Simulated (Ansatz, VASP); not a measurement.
**NbTe in VASP and in Ansatz**

```xyz
2
Lattice="3.7275 0.0000 0.0000 -1.8637 3.2281 0.0000 0.0000 0.0000 3.7187" Properties=species:S:1:pos:R:3 pbc="T T T"
Te    1.8637    1.0760    0.0000
Nb    0.0000    0.0000    1.8593
```

Change from the starting cell: volume scaled by 1.02.

Alike in both runs: task single point; functional LDA; k mesh 8 × 8 × 7; occupations fermi-dirac, width 0.05 eV; no spin polarisation.

```csv
,VASP,Ansatz
version,VASP 6.6.1,Ansatz 0.2.0
potentials or method,"VASP PAW LDA potentials, release 64 (Te, Nb_sv), cutoff 520 eV","all-electron LAPW, scalar-relativistic"
```

```tsv
	VASP	Ansatz	Ansatz less VASP
gap on the k mesh at the Fermi level (eV)	none	none	-
pressure (GPa)	-9.5	-9.5	+0.03
traceless stress, the component that is largest in VASP (GPa)	-0.91	-0.87	+0.036
```

LDA's correlation is that of Perdew and Zunger in VASP and of Perdew and Wang (1992) in Ansatz. A gap of «none» marks a metal or a gap that the smearing closes. Ansatz ran all-electron here, and VASP with PAW potentials.

Neither program's run includes spin-orbit coupling.
